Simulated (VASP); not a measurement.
TaO, 2 atoms in the cell. Symmetry: F-43m, No. 216, cubic system. Conventional cell: a = 4.657 Å, b = 4.657 Å, c = 4.657 Å, α = 90.00°, β = 90.00°, γ = 90.00°. Ta (site symmetry -43m) has 4 O at 2.02 Å within 2.7 Å. O (site symmetry -43m) has 4 Ta at 2.02 Å within 2.7 Å. 

- Program: VASP 6.6.1
- Task: single point
- Functional: r2SCAN
- Potentials or basis: VASP PAW PBE potentials, release 64 (Ta_pv, O)
- Cutoff: 660 eV
- k mesh: 6 × 6 × 6
- Occupations: gaussian, width 0.1 eV
- Spin: no spin polarisation
- Dipole correction: no
- Further INCAR settings: ALGO = Normal; EDIFF = 1e-06; NBANDS = 16

Potentials or basis: VASP PAW PBE potentials, release 64 (Ta_pv, O).

Run with:

```sh
$ cat potpaw_PBE.64/Ta_pv/POTCAR potpaw_PBE.64/O/POTCAR > POTCAR
$ cp INCAR.step1 INCAR
$ mpirun -np 1 vasp_std > vasp.out
$ cp INCAR.step2 INCAR
$ mpirun -np 1 vasp_std > vasp.out
```

Hardware: 1 thread of Intel(R) Xeon(R) 6975P-C (Granite Rapids), with other jobs on the host.

**Question.** How long does it take, and how much memory?

**Answer.** It took 20 s on 1 thread of Intel(R) Xeon(R) 6975P-C (Granite Rapids), with other jobs on the host, peak memory 0.17 GiB. Counts: k points 16.
